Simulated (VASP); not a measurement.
A run of VASP 6.6.1 is set up as follows.

Contents of INCAR:

```
PREC = Accurate ; ENCUT = 520
EDIFF = 1E-6 ; ISMEAR = 1
SIGMA = 0.05 ; LREAL = F
LASPH = T ; NELM = 60
ALGO = Normal ; ISIF = 2
LWAVE = F ; LCHARG = T
GGA = PE ; LELF = T
LVHAR = T ; NBANDS = 12
```

KPOINTS

```
Automatic mesh
0
Gamma
  8 8 8
```

File POSCAR:

```
BF
1.0
   -1.6211298600      1.6211298600      2.0258349400
    1.6211298600     -1.6211298600      2.0258349400
    1.6211298600      1.6211298600     -2.0258349400
B F
1 1
Direct
   -0.0016280000     -0.0043440000      0.0129690000
    0.5113200000      0.5006440000     -0.0102550000
```

Potentials or basis: VASP PAW PBE potentials, release 64 (B, F).

Launch:

```sh
$ cat potpaw_PBE.64/B/POTCAR potpaw_PBE.64/F/POTCAR > POTCAR
$ mpirun -np 1 vasp_std > vasp.out
```

Task: What does it give for the pressure?

Result: 12.4 GPa.

Task: Estimate the largest force.

Result: 0.656 eV/Å.

Task: What does it give for the band gap on the k mesh?

Result: 0.59 eV, indirect (least direct gap 0.60 eV).

Forces on the atoms (eV/Å):
```
B    0.052  0.026 -0.654
F   -0.052 -0.026  0.654
```

A k mesh can miss the band edges. A hybrid or GW would open this gap; PBE tends to underestimate it.
